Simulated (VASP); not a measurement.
# Al2Ru (Fddd) in VASP: a series of runs

Al2Ru is run at these levels: LDA; tasks: single point.

All numbers are computed with VASP 6.6.1; they aren't measurements. Logs are shortened: lines on timing, memory, paths and dates and some standing lists are left out, and cuts for length are marked.

## Step 1: The cell of the first run

The structure is orthorhombic, space group Fddd (No. 70). Conventional cell: a = 5.121 Å, b = 7.704 Å, c = 8.469 Å, α = 90.00°, β = 90.00°, γ = 90.00°. Within 3.3 Å of Al (site symmetry 2) lie 5 Ru at 2.53 to 2.88 Å and 9 Al at 2.57 to 3.14 Å. Within 3.3 Å of Ru (site symmetry 222) lie 10 Al at 2.53 to 2.88 Å and 4 Ru at 3.14 Å.

## Step 2: Single point, LDA (13.92 Å³/atom)

File INCAR:

```
SYSTEM = Al2Ru
PREC = Accurate
ENCUT = 520
EDIFF = 1E-6
ISMEAR = 0
SIGMA = 0.03
LREAL = .FALSE.
LASPH = .TRUE.
NELM = 100
ALGO = Normal
ISIF = 2
LWAVE = .FALSE.
LCHARG = .FALSE.
GGA = CA
NBANDS = 29
```

File KPOINTS:

```
regular mesh
0
G
  10 10 10
  0 0 0
```

File POSCAR:

```
Al2Ru
1.0
    0.0000000000      3.8519265764      4.2347134194
    2.5604768805      0.0000000000      4.2347134194
    2.5604768805      3.8519265764      0.0000000000
Al Ru
4 2
Direct
    0.0788992938      0.4211007062      0.0788992938
    0.4211007062      0.0788992938      0.4211007062
    0.1711007062      0.8288992938      0.1711007062
    0.8288992938      0.1711007062      0.8288992938
    0.7500000000      0.7500000000      0.7500000000
    0.5000000000      0.5000000000      0.5000000000
```

Potentials or basis: VASP PAW LDA potentials, release 64 (Al, Ru_pv).

Command:

```console
$ cat potpaw_LDA.64/Al/POTCAR potpaw_LDA.64/Ru_pv/POTCAR > POTCAR
$ mpirun -np 1 vasp_std > vasp.out
```

OUTCAR:

```text
SYSTEM = Al2Ru
   PREC = Accurate
   ENCUT = 520
   EDIFF = 1E-6
   ISMEAR = 0
   LREAL = .FALSE.
   LASPH = .TRUE.
   NELM = 100
   ISIF = 2
   GGA = CA

 ion  position               nearest neighbor table
   1  0.079  0.421  0.079-   5 2.53   6 2.55   6 2.55   3 2.57   3 2.57   2 2.64   2 2.83   2 2.83
                             5 2.88   5 2.88   4 3.14   4 3.14   4 3.14   4 3.14
   2  0.421  0.079  0.421-   5 2.53   6 2.55   6 2.55   4 2.57   4 2.57   1 2.64   1 2.83   1 2.83
                             5 2.88   5 2.88   3 3.14   3 3.14   3 3.14   3 3.14
   3  0.171  0.829  0.171-   6 2.53   5 2.55   5 2.55   1 2.57   1 2.57   4 2.64   4 2.83   4 2.83
                             6 2.88   6 2.88   2 3.14   2 3.14   2 3.14   2 3.14
   4  0.829  0.171  0.829-   6 2.53   5 2.55   5 2.55   2 2.57   2 2.57   3 2.64   3 2.83   3 2.83
                             6 2.88   6 2.88   1 3.14   1 3.14   1 3.14   1 3.14
   5  0.750  0.750  0.750-   1 2.53   2 2.53   4 2.55   3 2.55   4 2.55   3 2.55   2 2.88   2 2.88
                             1 2.88   1 2.88   6 3.14   6 3.14   6 3.14   6 3.14
   6  0.500  0.500  0.500-   3 2.53   4 2.53   1 2.55   2 2.55   1 2.55   2 2.55   3 2.88   3 2.88
                             4 2.88   4 2.88   5 3.14   5 3.14   5 3.14   5 3.14

  LATTYP: Found a face centered orthorhombic cell.
 ALAT       =     5.1209537610
 B/A-ratio  =     1.5043785811
 C/A-ratio  =     1.6538768429

  Lattice vectors:

 A1 = (   0.0000000000,   3.8519265764,   4.2347134194)
 A2 = (   2.5604768805,   0.0000000000,   4.2347134194)
 A3 = (   2.5604768805,   3.8519265764,   0.0000000000)

Analysis of symmetry for initial positions (statically):
=====================================================================
 Subroutine PRICEL returns:
 Original cell was already a primitive cell.

 Routine SETGRP: Setting up the symmetry group for a
 face centered orthorhombic supercell.

 Subroutine GETGRP returns: Found  8 space group operations
 (whereof  4 operations were pure point group operations)
 out of a pool of  8 trial point group operations.

The static configuration has the point symmetry D_2 .
 The point group associated with its full space group is D_2h.

Analysis of symmetry for dynamics (positions and initial velocities):
=====================================================================
 Subroutine PRICEL returns:
 Original cell was already a primitive cell.

 Routine SETGRP: Setting up the symmetry group for a
 face centered orthorhombic supercell.

 Subroutine GETGRP returns: Found  8 space group operations
 (whereof  4 operations were pure point group operations)
 out of a pool of  8 trial point group operations.

The dynamic configuration has the point symmetry D_2 .
 The point group associated with its full space group is D_2h.

 Subroutine INISYM returns: Found  8 space group operations
 (whereof  4 operations are pure point group operations),
 and found     1 'primitive' translations

----------------------------------------------------------------------------------------

                                     Primitive cell

  volume of cell :      83.5320

  direct lattice vectors                    reciprocal lattice vectors
     0.000000000  3.851926576  4.234713419    -0.195276124  0.129805174  0.118071744
     2.560476880  0.000000000  4.234713419     0.195276124 -0.129805174  0.118071744
     2.560476880  3.851926576  0.000000000     0.195276124  0.129805174 -0.118071744

  length of vectors
     5.724520600  4.948619969  4.625297850     0.262532064  0.262532064  0.262532064

  position of ions in fractional coordinates (direct lattice)
     0.078899294  0.421100706  0.078899294
     0.421100706  0.078899294  0.421100706
     0.171100706  0.828899294  0.171100706
     0.828899294  0.171100706  0.828899294
     0.750000000  0.750000000  0.750000000
     0.500000000  0.500000000  0.500000000

  ion indices of the primitive-cell ions
   primitive index   ion index
                 1           1
                 2           2
                 3           3
                 4           4
                 5           5
                 6           6

----------------------------------------------------------------------------------------

 KPOINTS: regular mesh

Automatic generation of k-mesh.
 Grid dimensions read from file:
 generate k-points for:   10   10   10

 Generating k-lattice:

  Cartesian coordinates                     Fractional coordinates (reciprocal lattice)
    -0.019527612  0.012980517  0.011807174     0.100000000  0.000000000  0.000000000
     0.019527612 -0.012980517  0.011807174     0.000000000  0.100000000 -0.000000000
     0.019527612  0.012980517 -0.011807174     0.000000000 -0.000000000  0.100000000

  Length of vectors
     0.026253206  0.026253206  0.026253206

  Shift w.r.t. Gamma in fractional coordinates (k-lattice)
     0.000000000  0.000000000  0.000000000

 Subroutine IBZKPT returns following result:
 ===========================================

 Found    171 irreducible k-points:

 Following reciprocal coordinates:
            Coordinates               Weight
  0.000000  0.000000  0.000000      1.000000
  0.100000  0.000000  0.000000      8.000000
  0.200000  0.000000  0.000000      8.000000
  0.300000  0.000000 -0.000000      8.000000
  0.400000 -0.000000 -0.000000      8.000000
  0.500000  0.000000 -0.000000      4.000000
[... 16 lines left out ...]
  0.300000  0.300000  0.000000      2.000000
  0.400000  0.300000 -0.000000      8.000000
 [... further k-points ...]
   k-points           NKPTS =    171   k-points in BZ     NKDIM =    171   number of bands    NBANDS=     29
   number of dos      NEDOS =    301   number of ions     NIONS =      6
   total plane-waves  NPLWV =  69120
   dimension x,y,z NGX =    48 NGY =   40 NGZ =   36
   dimension x,y,z NGXF=    96 NGYF=   80 NGZF=   72
   ions per type =               4   2
   NGX,Y,Z   is equivalent  to a cutoff of  13.94, 13.44, 12.94 a.u.
   NGXF,Y,Z  is equivalent  to a cutoff of  27.88, 26.88, 25.88 a.u.
 SYSTEM =  Al2Ru
   PREC   = accura    normal or accurate (medium, high low for compatibility)
   ISTART =      0    job   : 0-new  1-cont  2-samecut
   ICHARG =      2    charge: 1-file 2-atom 10-const
   ISPIN  =      1    spin polarized calculation?
   LNONCOLLINEAR =      F non collinear calculations
   LSORBIT =      F    spin-orbit coupling
   LASPH  =      T    aspherical Exc in radial PAW
   ENCUT  =  520.0 eV  38.22 Ry    6.18 a.u.  10.64  9.20  8.60*2*pi/ulx,y,z
   NELM   =    100;   NELMIN=  2; NELMDL= -5     # of ELM steps
   EDIFF  = 0.1E-05   stopping-criterion for ELM
   LREAL  =      F    real-space projection
   EDIFFG = 0.1E-04   stopping-criterion for IOM
   NSW    =      0    number of steps for IOM
   IBRION =     -1    ionic relax: 0-MD 1-quasi-New 2-CG
   NFREE  =      0    steps in history (QN), initial steepest desc. (CG)
   ISIF   =      2    stress and relaxation
   ISYM   =      2    0-nonsym 1-usesym 2-fastsym
   POTIM  = 0.5000    time-step for ionic-motion
   TEBEG  =    0.0;   TEEND  =   0.0 temperature during run
   PSTRESS=    0.0 pullay stress
   NELECT =      40.0000    total number of electrons
   NUPDOWN=      -1.0000    fix difference up-down
   EMIN   =  10.00;   EMAX   =-10.00  energy-range for DOS
   EFERMI =   0.00;   METHOD = LEGACY
   ISMEAR =     0;   SIGMA  =   0.03  broadening in eV -4-tet -1-fermi 0-gaus
   EFERMI_NEDOS =   21; number of points for ismear=-14 and -15
   IALGO  =     38    algorithm
   IMIX   =      4    mixing-type and parameters
     AMIX     =   0.40;   BMIX     =  1.00
     AMIX_MAG =   1.60;   BMIX_MAG =  1.00
  volume/ion in A,a.u.               =      13.92        93.95
  Fermi-wavevector in a.u.,A,eV,Ry     =   1.280788  2.420338 22.319236  1.640418
  Thomas-Fermi vector in A             =   2.413195
   LORBIT       =      0    0 simple, 1 ext, 2 COOP (PROOUT), +10 PAW based schemes
   GGA     = CA    functional components
   LHFCALC =     F    Hartree Fock is set to
   AEXX    =    0.0000 exact exchange contribution
   IVDW    =     0    specifies the selected vdW correction
   LEPSILON=     F    determine dielectric tensor
   LRPA    =     F    only Hartree local field effects (RPA)
 non-spin polarized calculation
 Gauss-broadening in eV      SIGMA  =   0.03
  energy-cutoff  :      520.00
  volume of cell :       83.53
 maximum number of plane-waves:      2282
 NGX is ok and might be reduce to    48
   NGX = 21   NGY = 19   NGZ = 17

 number of electron      40.0000000 magnetization

 Free energy of the ion-electron system (eV)
  ---------------------------------------------------
  ext. energy  EPLUGINS =         0.00000000
  ---------------------------------------------------
  free energy    TOTEN  =       -41.70063453 eV

  energy without entropy =      -41.70063453  energy(sigma->0) =      -41.70063453

 E-fermi :  10.2553     XC(G=0): -12.0432

 val. band max:       10.0580653486   @ k =   0.2000   0.2000   0.0000
 cond. band min:      10.3990964141   @ k =   0.0000   0.4000   0.4000
 fundamental gap:      0.3410310655
 Fermi energy:        10.2552726176

 k-point     1 :       0.0000    0.0000    0.0000
  band No.  band energies     occupation
      1     -32.1037      2.00000
      2     -32.0378      2.00000
      3     -32.0134      2.00000
      4     -32.0035      2.00000
      5     -31.9921      2.00000
      6     -31.9596      2.00000
[... 21 lines left out ...]
     28      13.8636      0.00000
     29      15.1530      0.00000

 k-point     2 :       0.1000    0.0000    0.0000
  band No.  band energies     occupation
      1     -32.1028      2.00000
      2     -32.0393      2.00000
      3     -32.0162      2.00000
      4     -32.0006      2.00000
      5     -31.9917      2.00000
      6     -31.9600      2.00000
[... 696 lines left out ...]
 k-point    24 :       0.4000    0.3000   -0.0000
  band No.  band energies     occupation
      1     -32.0785      2.00000
      2     -32.0428      2.00000
      3     -32.0332      2.00000
      4     -32.0218      2.00000
      5     -31.9757      2.00000
      6     -31.9612      2.00000
[... 21 lines left out ...]
     28      15.4433      0.00000
     29      16.1622      0.00000

 [... further k-points ...]

------------------------ aborting loop because EDIFF is reached ----------------------------------------

  FORCE on cell =-STRESS in cart. coord.  units (eV):
  Direction    XX          YY          ZZ          XY          YZ          ZX
  --------------------------------------------------------------------------------------
  -------------------------------------------------------------------------------------
  Total      -12.5946503      3.5238873      1.7388109      0.0000000      0.0000000      0.0000000
  in kB     -241.5704548     67.5895752     33.3510912      0.0000000      0.0000000      0.0000000
  external PRESSURE =     -46.8765961 kB  Pullay stress =       0.0000000 kB

 VOLUME and BASIS-vectors are now :
 -----------------------------------------------------------------------------
  energy-cutoff  :      520.00
  volume of cell :       83.53
      direct lattice vectors                 reciprocal lattice vectors
     0.000000000  3.851926576  4.234713419    -0.195276124  0.129805174  0.118071744
     2.560476880  0.000000000  4.234713419     0.195276124 -0.129805174  0.118071744
     2.560476880  3.851926576  0.000000000     0.195276124  0.129805174 -0.118071744

 POSITION                                       TOTAL-FORCE (eV/Angst)
 -----------------------------------------------------------------------------------
      1.28024      0.60783      2.11736         0.000000     -0.550377      0.000000
      1.28024      3.24410      2.11736         0.000000      0.550377      0.000000
      2.56048      1.31813      4.23471         0.000000      0.550377     -0.000000
      2.56048      6.38572      4.23471         0.000000     -0.550377     -0.000000
      3.84072      5.77789      6.35207         0.000000     -0.000000     -0.000000
      2.56048      3.85193      4.23471        -0.000000      0.000000      0.000000
 -----------------------------------------------------------------------------------
    total drift:                               -0.000000     -0.000000     -0.000000

  FREE ENERGIE OF THE ION-ELECTRON SYSTEM (eV)
  ---------------------------------------------------
  free  energy   TOTEN  =       -41.7006345275 eV

  energy  without entropy=      -41.7006345275  energy(sigma->0) =      -41.70063453
```

Wall time 9.2 min (1 thread of Intel Xeon Platinum 8488C (Sapphire Rapids), shared host); peak memory 0.44 GiB.

What came out:

```
Free energy            : -41.7006 eV
Pressure               : -4.7 GPa
Largest force          : 0.550 eV/Å
Band gap on the k mesh : 0.34 eV (least direct gap 1.08 eV)
```

Forces on the atoms (eV/Å):
```
Al   0.000 -0.550  0.000
Al   0.000  0.550  0.000
Al   0.000  0.550  0.000
Al   0.000 -0.550  0.000
Ru   0.000  0.000  0.000
Ru   0.000  0.000  0.000
```

Levels at points of the mesh, in eV from the valence-band top:
```csv
k point,band 16,band 17,band 18,band 19,band 20,band 21,band 22,band 23,band 24,band 25
"(0.00, 0.00, 0.00)",-2.19,-2.18,-0.87,-0.25,-0.11,1.21,2.50,2.57,2.58,2.67
"(0.50, 0.00, 0.00)",-2.31,-1.86,-1.56,-0.80,-0.45,0.63,1.16,1.95,3.32,4.18
"(0.50, 0.50, 0.00)",-2.23,-1.41,-1.41,-0.92,-0.92,1.88,1.88,3.21,3.21,4.02
"(0.50, 0.00, 0.50)",-2.68,-1.81,-1.81,-1.03,-1.03,2.19,2.19,2.40,2.40,3.45
"(0.00, 0.50, 0.50)",-2.65,-1.98,-1.98,-0.84,-0.84,0.39,0.39,4.68,4.68,5.11
```

Caveat: the stress differs along the axes, from -24 to 7 GPa. A k mesh can miss the band edges.

(Part 1 of 3 ends here.)

The gap in the log of VASP goes by the Fermi energy; the results here count the filled bands.